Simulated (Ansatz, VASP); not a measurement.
**WS2 in VASP and in Ansatz**

Contents of INCAR:

```
SYSTEM = WS2
ALGO = Normal ; EDIFF = 1E-6
ENCUT = 520 ; GGA = PS
ISIF = 2 ; ISMEAR = 0
ISPIN = 2 ; LASPH = .True.
LCHARG = .False. ; LDAU = .True.
LDAUJ = 0 0 ; LDAUL = 2 -1
LDAUPRINT = 1 ; LDAUTYPE = 2
LDAUU = 8 0 ; LMAXMIX = 4
LORBIT = 11 ; LREAL = .False.
LWAVE = .False. ; MAGMOM = 2 2 0 0 0 0
NBANDS = 39 ; NELM = 150
PREC = Accurate ; SIGMA = 0.05
```

File KPOINTS:

```
k-points
0
Gamma
  7 7 2
  0 0 0
```

Contents of POSCAR:

```
WS2
1.0
    3.1799994900      0.0000000000      0.0000000000
   -1.5899997400      2.7539603400      0.0000000000
    0.0000000000      0.0000000000     12.4999993200
W S
2 4
Direct
    0.3333333333      0.6666666667      0.2500000000
    0.6666666667      0.3333333333      0.7500000000
    0.3333333333      0.6666666667      0.6200000000
    0.6666666667      0.3333333333      0.1200000000
    0.3333333333      0.6666666667      0.8800000000
    0.6666666667      0.3333333333      0.3800000000
```

Input for Ansatz:

```yaml
crystal:
  lattice:
    - [3.17999949, 0.0, 0.0]
    - [-1.58999974, 2.75396034, 0.0]
    - [0.0, 0.0, 12.49999932]
  atoms:
    - { symbol: W, position: [0.3333333333, 0.6666666667, 0.25], spin: 2.0 }
    - { symbol: W, position: [0.6666666667, 0.3333333333, 0.75], spin: 2.0 }
    - { symbol: S, position: [0.3333333333, 0.6666666667, 0.62] }
    - { symbol: S, position: [0.6666666667, 0.3333333333, 0.12] }
    - { symbol: S, position: [0.3333333333, 0.6666666667, 0.88] }
    - { symbol: S, position: [0.6666666667, 0.3333333333, 0.38] }
basis:
  ecutwfc: 420
  ecutrho_ratio: 4
kpoints:
  mp_grid: { grid: [7, 7, 2] }
hamiltonian:
  xc: pbesol
  hubbard:
    sites: [{ site: 0, l: d, u_eff: 8.0 }, { site: 1, l: d, u_eff: 8.0 }]
scf:
  occupations: { method: gaussian, width: 0.05 }
output:
  forces: true
  stress: true
  eigenvalues: true
  populations: true
  hubbard: { sites: [{ site: 0, l: d }, { site: 1, l: d }] }
magnetization:
  spin_polarized: true
```

Alike in both runs: task single point; functional PBEsol; k mesh 7 × 7 × 2; occupations gaussian, width 0.05 eV; collinear spin; Hubbard terms W d U = 8.0 eV.

|  | VASP | Ansatz |
| --- | --- | --- |
| version | VASP 6.6.1 | Ansatz 0.2.0 |
| potentials or method | VASP PAW PBE potentials, release 64 (W_sv, S), cutoff 520 eV | scalar-relativistic, plane waves, PAW |
| valence electrons in the cell | 52 | 52 |

```csv
,VASP,Ansatz,Ansatz less VASP
gap on the k mesh at the Fermi level (eV),1.13,0.14,-0.993
least direct gap on the mesh (eV),2.17,1.36,-0.804
pressure (GPa),-1.8,-2.8,-1.05
"traceless stress, the component that is largest in VASP (GPa)",-2.58,-6.83,-4.251
rms of the force components (eV/Å),0.255,0.535,+0.2799
net moment per atom (μB),0.00,0.00,0.000
size of the moment on the site where the two differ most (μB),0.00,0.08,+0.080
```

VASP's potentials were made for PBE, not for PBEsol. Site moments also hang on the region over which each program counts them. The programs project onto different local orbitals, so the same U acts differently, and such runs can settle in different states. Atom by atom the forces differ by 0.291 eV/Å (rms over components). Ansatz's warnings: reached outside group, seeded moment not kept, stability check not made.

Neither program's run includes spin-orbit coupling.
